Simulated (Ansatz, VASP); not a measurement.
One calculation of Hg, two programs

```xyz
4
Lattice="3.0797 0.0000 0.0000 -1.5399 2.6671 0.0000 0.0000 0.0000 10.3665" Properties=species:S:1:pos:R:3 pbc="T T T"
Hg   -1.5399    2.6671    0.0000
Hg   -1.5399    2.6671    5.1833
Hg    0.0000    1.7781    2.5916
Hg    1.5399    0.8890    7.7749
```

Alike in both runs: task single point; functional LDA; k mesh 13 × 13 × 4; occupations fermi-dirac, width 0.1 eV; no spin polarisation.

```csv
,VASP,Ansatz
version,VASP 6.6.1,Ansatz 0.2.0
potentials or method,"VASP PAW LDA potentials, release 64 (Hg), cutoff 520 eV","plane waves (420 eV) with PAW, scalar-relativistic"
valence electrons in the cell,48,80
```

|  | VASP | Ansatz | Ansatz less VASP |
| --- | --- | --- | --- |
| pressure (GPa) | 2.9 | 2.2 | -0.73 |
| traceless stress, the component that is largest in VASP (GPa) | -0.30 | -0.28 | +0.020 |

Ansatz warns that its potentials were made for another functional, while VASP's fit it. LDA's correlation is that of Perdew and Zunger in VASP and of Perdew and Wang (1992) in Ansatz. VASP's potentials hold 48 valence electrons a cell and Ansatz's 80, so a difference there can come from the potentials and not from the codes.

Neither program's run includes spin-orbit coupling.
